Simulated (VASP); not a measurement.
Wanted: the native input for a VASP 6.6.1 run.

| Item | Value |
| --- | --- |
| Task | relaxation of cell and atoms |
| Functional | PBE |
| Potentials or basis | VASP PAW PBE potentials, release 64 (Ti_sv, C) |
| Cutoff | 600 eV |
| k mesh | 6 × 6 × 6 |
| Occupations | gaussian, width 0.1 eV |
| Spin | no spin polarisation |
| Dipole correction | no |
| Further INCAR settings | ALGO = Normal; EDIFF = 1e-06; IBRION = 2; EDIFFG = -0.04; NSW = 90; ISIF = 3 |

The structure of TiC lies in POSCAR:

```
TiC
1.0
    0.0000000000      2.1616227202      2.1616227202
    2.1616227202      0.0000000000      2.1616227202
    2.1616227202      2.1616227202      0.0000000000
Ti C
1 1
Direct
    0.5000000000      0.5000000000      0.5000000000
    0.0000000000      0.0000000000      0.0000000000
```

One way to write it, as run:

INCAR

```
PREC = Accurate ; ENCUT = 600
EDIFF = 1E-6 ; ISMEAR = 0
SIGMA = 0.1 ; LREAL = False
LASPH = True ; NELM = 80
ALGO = Normal ; ISIF = 3
LWAVE = False ; LCHARG = False
GGA = PE ; IBRION = 2
NSW = 90 ; EDIFFG = -0.04
```

KPOINTS

```
regular mesh
0
Gamma
  6 6 6
```

Potentials or basis: VASP PAW PBE potentials, release 64 (Ti_sv, C).

Run with:

```bash
$ cat potpaw_PBE.64/Ti_sv/POTCAR potpaw_PBE.64/C/POTCAR > POTCAR
$ mpirun -np 1 vasp_std > vasp.out
```

Results of the run:

- Relaxed volume: 10.18 Å³/atom
- Relaxed cell: a = 3.065 Å, b = 3.065 Å, c = 3.065 Å, α = 60.00°, β = 60.00°, γ = 60.00°
- Space group after relaxing (to 0.05 Å): Fm-3m (No. 225)
- Energy gained by relaxing: 0.4 meV/atom
- Ionic steps: 3
- Pressure after relaxing: 0.0 GPa
- Band gap on the k mesh: zero (band 8 reaches 10.08 eV, above the bottom of band 9 at 9.05 eV)

Caveat: the k points lie up to 0.42 Å⁻¹ apart in the final cell.

Run time: 20 s on 1 thread of AMD EPYC 7R43 64-Core Processor (Zen 3), with other jobs on the host, peak memory 0.1 GiB.
